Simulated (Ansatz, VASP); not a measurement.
# MnPt2: VASP beside Ansatz

```
Pt Mn
1.0
     2.85840    0.00000    0.00000
    -1.42920    2.47545    0.00000
     0.00000    0.00000    6.53250
Pt Mn
2 1
Direct
  0.66667 0.33333 0.31621
  0.33333 0.66667 0.68379
  0.00000 0.00000 0.00000
```

Alike in both runs: task single point; functional PBE; k mesh 9 × 9 × 4; occupations fermi-dirac, width 0.05 eV; collinear spin; fixed moment 2 μB.

```csv
,VASP,Ansatz
version,VASP 6.6.1,Ansatz 0.2.0
potentials or method,"VASP PAW PBE potentials, release 64 (Pt, Mn_pv)",Ansatz PAW
plane-wave cutoff (eV),520,420
valence electrons in the cell,33,51
```

VASP gave:

- pressure (GPa): -10.7
- traceless stress, the component that is largest in VASP (GPa): 4.52
- rms of the force components (eV/Å): 0.073
- net moment per atom (μB): 0.67
- size of the moment on the site where the two differ most (μB): 0.22

Question: Estimate Ansatz's values.

Answer: Pressure (GPa): -10.5; traceless stress, the component that is largest in VASP (GPa): 4.50; rms of the force components (eV/Å): 0.079; net moment per atom (μB): 0.67; size of the moment on the site where the two differ most (μB): 0.18.

Site moments also hang on the region over which each program counts them. Atom by atom the forces differ by 0.006 eV/Å (rms over components). VASP's potentials hold 33 valence electrons a cell and Ansatz's 51, so a difference there can come from the potentials and not from the codes.

Spin-orbit coupling is off throughout.
